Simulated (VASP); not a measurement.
# SnTe (rocksalt type) (Fm-3m) in VASP: relaxation of cell and atoms with LDA

Aim: the relaxation of cell and atoms of SnTe (rocksalt type) with LDA.

All numbers are computed with VASP 6.6.1; they aren't measurements. Logs are shortened: lines on timing, memory, paths and dates and some standing lists are left out, and cuts for length are marked.

**1. The cell of the first run**

Symmetry: Fm-3m, No. 225, cubic system. Conventional cell: a = 5.783 Å, b = 5.783 Å, c = 5.783 Å, α = 90.00°, β = 90.00°, γ = 90.00°. Within 3.8 Å of Sn (site symmetry m-3m) lie 6 Te at 2.89 Å. Te (site symmetry m-3m) has 6 Sn at 2.89 Å within 3.8 Å.

**2. Relaxation of cell and atoms, LDA**

INCAR reads:

```
ALGO     = Normal         # electronic algorithm
EDIFF    = 1E-6           # SCF threshold, eV
EDIFFG   = -0.005         # ionic threshold
ENCUT    = 600            # plane-wave cutoff, eV
IBRION   = 2              # ionic algorithm
ISIF     = 3              # what is computed and relaxed
ISMEAR   = -1             # smearing method
LASPH    = True           # aspherical terms in the spheres
LCHARG   = False          # write CHGCAR
LREAL    = False          # projectors in reciprocal space
LWAVE    = False          # write WAVECAR
NELM     = 60             # most SCF steps
NSW      = 60             # ionic steps
PREC     = Accurate       # precision mode
SIGMA    = 0.08           # smearing width, eV
```

KPOINTS reads:

```
k-points
0
Gamma
  13 13 13
```

POSCAR reads:

```
SnTe
1.0
    0.0000000000      2.8916353749      2.8916353749
    2.8916353749      0.0000000000      2.8916353749
    2.8916353749      2.8916353749      0.0000000000
Sn Te
1 1
Direct
    0.0000000000      0.0000000000      0.0000000000
    0.5000000000      0.5000000000      0.5000000000
```

Potentials or basis: VASP PAW LDA potentials, release 64 (Sn_d, Te).

The run is started by

```
> cat potpaw_LDA.64/Sn_d/POTCAR potpaw_LDA.64/Te/POTCAR > POTCAR
> mpirun -np 1 vasp_std > vasp.out
```

OUTCAR:

```text
EDIFF = 1E-6
   EDIFFG = -0.005
   ENCUT = 600
   IBRION = 2
   ISIF = 3
   ISMEAR = -1
   LASPH = True
   LREAL = False
   NELM = 60
   NSW = 60
   PREC = Accurate

 ion  position               nearest neighbor table
   1  0.000  0.000  0.000-   2 2.89   2 2.89   2 2.89   2 2.89   2 2.89   2 2.89
   2  0.500  0.500  0.500-   1 2.89   1 2.89   1 2.89   1 2.89   1 2.89   1 2.89

  LATTYP: Found a face centered cubic cell.
 ALAT       =     5.7832707498

  Lattice vectors:

 A1 = (   0.0000000000,   2.8916353749,   2.8916353749)
 A2 = (   2.8916353749,   0.0000000000,   2.8916353749)
 A3 = (   2.8916353749,   2.8916353749,   0.0000000000)

Analysis of symmetry for initial positions (statically):
=====================================================================
 Subroutine PRICEL returns:
 Original cell was already a primitive cell.

 Routine SETGRP: Setting up the symmetry group for a
 face centered cubic supercell.

 Subroutine GETGRP returns: Found 48 space group operations
 (whereof 48 operations were pure point group operations)
 out of a pool of 48 trial point group operations.

The static configuration has the point symmetry O_h .

Analysis of symmetry for dynamics (positions and initial velocities):
=====================================================================
 Subroutine PRICEL returns:
 Original cell was already a primitive cell.

 Routine SETGRP: Setting up the symmetry group for a
 face centered cubic supercell.

 Subroutine GETGRP returns: Found 48 space group operations
 (whereof 48 operations were pure point group operations)
 out of a pool of 48 trial point group operations.

The dynamic configuration has the point symmetry O_h .

 Subroutine INISYM returns: Found 48 space group operations
 (whereof 48 operations are pure point group operations),
 and found     1 'primitive' translations

----------------------------------------------------------------------------------------

                                     Primitive cell

  volume of cell :      48.3571

  direct lattice vectors                    reciprocal lattice vectors
     0.000000000  2.891635375  2.891635375    -0.172912534  0.172912534  0.172912534
     2.891635375  0.000000000  2.891635375     0.172912534 -0.172912534  0.172912534
     2.891635375  2.891635375  0.000000000     0.172912534  0.172912534 -0.172912534

  length of vectors
     4.089389965  4.089389965  4.089389965     0.299493294  0.299493294  0.299493294

  position of ions in fractional coordinates (direct lattice)
     0.000000000  0.000000000  0.000000000
     0.500000000  0.500000000  0.500000000

  ion indices of the primitive-cell ions
   primitive index   ion index
                 1           1
                 2           2

----------------------------------------------------------------------------------------

 KPOINTS: k-points

Automatic generation of k-mesh.
 Grid dimensions read from file:
 generate k-points for:   13   13   13

 Generating k-lattice:

  Cartesian coordinates                     Fractional coordinates (reciprocal lattice)
    -0.013300964  0.013300964  0.013300964     0.076923077  0.000000000  0.000000000
     0.013300964 -0.013300964  0.013300964     0.000000000  0.076923077  0.000000000
     0.013300964  0.013300964 -0.013300964     0.000000000  0.000000000  0.076923077

  Length of vectors
     0.023037946  0.023037946  0.023037946

  Shift w.r.t. Gamma in fractional coordinates (k-lattice)
     0.000000000  0.000000000  0.000000000

 Subroutine IBZKPT returns following result:
 ===========================================

 Found     84 irreducible k-points:

 Following reciprocal coordinates:
            Coordinates               Weight
  0.000000  0.000000  0.000000      1.000000
  0.076923  0.000000  0.000000      8.000000
  0.153846  0.000000  0.000000      8.000000
  0.230769  0.000000  0.000000      8.000000
  0.307692  0.000000  0.000000      8.000000
  0.384615  0.000000  0.000000      8.000000
[... 16 lines left out ...]
  0.384615  0.153846  0.000000     24.000000
  0.461538  0.153846  0.000000     24.000000
 [... further k-points ...]
   k-points           NKPTS =     84   k-points in BZ     NKDIM =     84   number of bands    NBANDS=     14
   number of dos      NEDOS =    301   number of ions     NIONS =      2
   total plane-waves  NPLWV =  46656
   dimension x,y,z NGX =    36 NGY =   36 NGZ =   36
   dimension x,y,z NGXF=    72 NGYF=   72 NGZF=   72
   ions per type =               1   1
   NGX,Y,Z   is equivalent  to a cutoff of  14.64, 14.64, 14.64 a.u.
   NGXF,Y,Z  is equivalent  to a cutoff of  29.27, 29.27, 29.27 a.u.
 SYSTEM =  unknown system
   PREC   = accura    normal or accurate (medium, high low for compatibility)
   ISTART =      0    job   : 0-new  1-cont  2-samecut
   ICHARG =      2    charge: 1-file 2-atom 10-const
   ISPIN  =      1    spin polarized calculation?
   LNONCOLLINEAR =      F non collinear calculations
   LSORBIT =      F    spin-orbit coupling
   LASPH  =      T    aspherical Exc in radial PAW
   ENCUT  =  600.0 eV  44.10 Ry    6.64 a.u.   8.17  8.17  8.17*2*pi/ulx,y,z
   NELM   =     60;   NELMIN=  2; NELMDL= -5     # of ELM steps
   EDIFF  = 0.1E-05   stopping-criterion for ELM
   LREAL  =      F    real-space projection
   EDIFFG = -.5E-02   stopping-criterion for IOM
   NSW    =     60    number of steps for IOM
   IBRION =      2    ionic relax: 0-MD 1-quasi-New 2-CG
   NFREE  =      1    steps in history (QN), initial steepest desc. (CG)
   ISIF   =      3    stress and relaxation
   ISYM   =      2    0-nonsym 1-usesym 2-fastsym
   POTIM  = 0.5000    time-step for ionic-motion
   TEBEG  =    0.0;   TEEND  =   0.0 temperature during run
   PSTRESS=    0.0 pullay stress
   NELECT =      20.0000    total number of electrons
   NUPDOWN=      -1.0000    fix difference up-down
   EMIN   =  10.00;   EMAX   =-10.00  energy-range for DOS
   EFERMI =   0.00;   METHOD = LEGACY
   ISMEAR =    -1;   SIGMA  =   0.08  broadening in eV -4-tet -1-fermi 0-gaus
   EFERMI_NEDOS =   21; number of points for ismear=-14 and -15
   IALGO  =     38    algorithm
   IMIX   =      4    mixing-type and parameters
     AMIX     =   0.40;   BMIX     =  1.00
     AMIX_MAG =   1.60;   BMIX_MAG =  1.00
  volume/ion in A,a.u.               =      24.18       163.17
  Fermi-wavevector in a.u.,A,eV,Ry     =   1.219733  2.304960 20.242036  1.487748
  Thomas-Fermi vector in A             =   2.354975
   LORBIT       =      0    0 simple, 1 ext, 2 COOP (PROOUT), +10 PAW based schemes
   GGA     = CA    functional components
   LHFCALC =     F    Hartree Fock is set to
   AEXX    =    0.0000 exact exchange contribution
   IVDW    =     0    specifies the selected vdW correction
   LEPSILON=     F    determine dielectric tensor
   LRPA    =     F    only Hartree local field effects (RPA)
 conjugate gradient relaxation of ions
 non-spin polarized calculation
  energy-cutoff  :      600.00
  volume of cell :       48.36
 maximum number of plane-waves:      1639
 NGX is ok and might be reduce to    36
   NGX = 17   NGY = 17   NGZ = 17

--------------------------------------- Ionic step        1  -------------------------------------------

 number of electron      20.0000002 magnetization

 Free energy of the ion-electron system (eV)
  ---------------------------------------------------
  ext. energy  EPLUGINS =         0.00000000
  ---------------------------------------------------
  free energy    TOTEN  =        -8.24007361 eV

  energy without entropy =       -8.22941401  energy(sigma->0) =       -8.23474381

 E-fermi :  10.4099     XC(G=0): -10.9108

 val. band max:       10.3402115430   @ k =  -0.2308   0.1538   0.0000
 cond. band min:      10.4380073239   @ k =  -0.3846   0.0769   0.0000
 fundamental gap:      0.0977957810
 Fermi energy:        10.4099337198

 k-point     1 :       0.0000    0.0000    0.0000
  band No.  band energies     occupation
      1     -11.6624      2.00000
      2     -11.6624      2.00000
      3     -11.6327      2.00000
      4     -11.6327      2.00000
      5     -11.6327      2.00000
      6      -4.6272      2.00000
      7       6.9220      2.00000
      8       7.5450      2.00000
      9       7.5450      2.00000
     10       7.5450      2.00000
     11      14.2326      0.00000
     12      14.2326      0.00000
     13      14.2326      0.00000
     14      14.7112      0.00000

 k-point     2 :       0.0769    0.0000    0.0000
  band No.  band energies     occupation
      1     -11.6633      2.00000
      2     -11.6633      2.00000
      3     -11.6325      2.00000
      4     -11.6317      2.00000
      5     -11.6317      2.00000
      6      -4.5563      2.00000
      7       5.9194      2.00000
      8       7.5543      2.00000
      9       7.5543      2.00000
     10       8.4092      2.00000
     11      13.7835      0.00000
     12      13.7835      0.00000
     13      13.8059      0.00000
     14      14.6678      0.00000
[... 423 lines left out ...]
 VOLUME and BASIS-vectors are now :
 -----------------------------------------------------------------------------
  energy-cutoff  :      600.00
  volume of cell :       70.98
      direct lattice vectors                 reciprocal lattice vectors
     0.000000000  3.286231894  3.286231894    -0.152149944  0.152149944  0.152149944
     3.286231894  0.000000000  3.286231894     0.152149944 -0.152149944  0.152149944
     3.286231894  3.286231894  0.000000000     0.152149944  0.152149944 -0.152149944

 POSITION                                       TOTAL-FORCE (eV/Angst)
 -----------------------------------------------------------------------------------
      3.28623      0.00000      3.28623        -0.000000     -0.000000     -0.000000
      3.28623      3.28623      3.28623         0.000000      0.000000      0.000000
 -----------------------------------------------------------------------------------
    total drift:                                0.000000      0.000000      0.000000

  FREE ENERGIE OF THE ION-ELECTRON SYSTEM (eV)
  ---------------------------------------------------
  free  energy   TOTEN  =        -8.6247884031 eV

  energy  without entropy=       -8.6238681702  energy(sigma->0) =       -8.62432829

--------------------------------------- Ionic step        3  -------------------------------------------

 number of electron      19.9999997 magnetization

 Free energy of the ion-electron system (eV)
  ---------------------------------------------------
  ext. energy  EPLUGINS =         0.00000000
  ---------------------------------------------------
  free energy    TOTEN  =        -8.83113445 eV

  energy without entropy =       -8.82895708  energy(sigma->0) =       -8.83004576

 E-fermi :   7.0905     XC(G=0):  -9.8691

 val. band max:        6.9603028039   @ k =   0.4615   0.0000   0.0000
 cond. band min:       7.3190612745   @ k =  -0.3846   0.0769   0.0000
 fundamental gap:      0.3587584706
 Fermi energy:         7.0904940989

 k-point     1 :       0.0000    0.0000    0.0000
  band No.  band energies     occupation
      1     -14.6879      2.00000
      2     -14.6879      2.00000
      3     -14.6770      2.00000
      4     -14.6770      2.00000
      5     -14.6770      2.00000
      6      -5.9245      2.00000
      7       2.4451      2.00000
      8       4.9140      2.00000
      9       4.9140      2.00000
     10       4.9140      2.00000
     11      10.4669      0.00000
     12      10.4669      0.00000
     13      10.4669      0.00000
     14      11.8418      0.00000

 k-point     2 :       0.0769    0.0000    0.0000
  band No.  band energies     occupation
      1     -14.6881      2.00000
      2     -14.6881      2.00000
      3     -14.6769      2.00000
      4     -14.6766      2.00000
      5     -14.6766      2.00000
      6      -5.8720      2.00000
      7       2.1145      2.00000
      8       4.9227      2.00000
      9       4.9227      2.00000
     10       5.1585      2.00000
     11      10.1623      0.00000
     12      10.1623      0.00000
     13      10.1777      0.00000
     14      11.7784      0.00000
[... 387 lines left out ...]
 VOLUME and BASIS-vectors are now :
 -----------------------------------------------------------------------------
  energy-cutoff  :      600.00
  volume of cell :       60.73
      direct lattice vectors                 reciprocal lattice vectors
     0.000000000  3.119801930  3.119801930    -0.160266585  0.160266585  0.160266585
     3.119801930  0.000000000  3.119801930     0.160266585 -0.160266585  0.160266585
     3.119801930  3.119801930  0.000000000     0.160266585  0.160266585 -0.160266585

 POSITION                                       TOTAL-FORCE (eV/Angst)
 -----------------------------------------------------------------------------------
      0.00000      0.00000      0.00000         0.000000     -0.000000     -0.000000
      3.11980      3.11980      3.11980        -0.000000      0.000000      0.000000
 -----------------------------------------------------------------------------------
    total drift:                               -0.000000      0.000000      0.000000

  FREE ENERGIE OF THE ION-ELECTRON SYSTEM (eV)
  ---------------------------------------------------
  free  energy   TOTEN  =        -8.8311344516 eV

  energy  without entropy=       -8.8289570756  energy(sigma->0) =       -8.83004576

 reached required accuracy - stopping structural energy minimisation
```

Wall time 2.1 min (1 thread of Intel Xeon Platinum 8259CL at 2.50GHz (Skylake/Cascade Lake), shared host); peak memory 0.23 GiB.

What came out:

```
Free energy                           : -8.8311 eV
Relaxed volume                        : 30.37 Å³/atom
Relaxed cell                          : a = 4.412 Å, b = 4.412 Å, c = 4.412 Å, α = 60.00°, β = 60.00°, γ = 60.00°
Space group after relaxing (to 0.1 Å) : Fm-3m (No. 225)
Energy gained by relaxing             : 295.5 meV/atom
Ionic steps                           : 3
Pressure after relaxing               : 0.0 GPa
```

Step by step:
```tsv
step	energy change (eV)	largest force (eV/Å)	pressure (GPa)	volume (Å³)
1	0.0000	0.0000	18.74	48.36
2	-0.3847	0.0000	-5.56	70.98
3	-0.5911	0.0000	-0.01	60.73
```

Final structure:
```
Sn Te
1.0
     0.00000    3.11980    3.11980
     3.11980    0.00000    3.11980
     3.11980    3.11980    0.00000
Sn Te
1 1
Direct
  0.00000 0.00000 0.00000
  0.50000 0.50000 0.50000
```

Levels at points of the mesh, in eV from the Fermi level:
| k point | band 7 | band 8 | band 9 | band 10 | band 11 | band 12 | band 13 | band 14 |
| --- | --- | --- | --- | --- | --- | --- | --- | --- |
| (0.00, 0.00, 0.00) | -4.65 | -2.18 | -2.18 | -2.18 | 3.38 | 3.38 | 3.38 | 4.75 |

Caveat: this odd mesh misses L, so gap, dielectric constants and Born charges aren't listed; the volume moved by over 15 % at a fixed basis, so the end points are rough; spin-orbit coupling is left out, which moves the levels of the heavy elements.
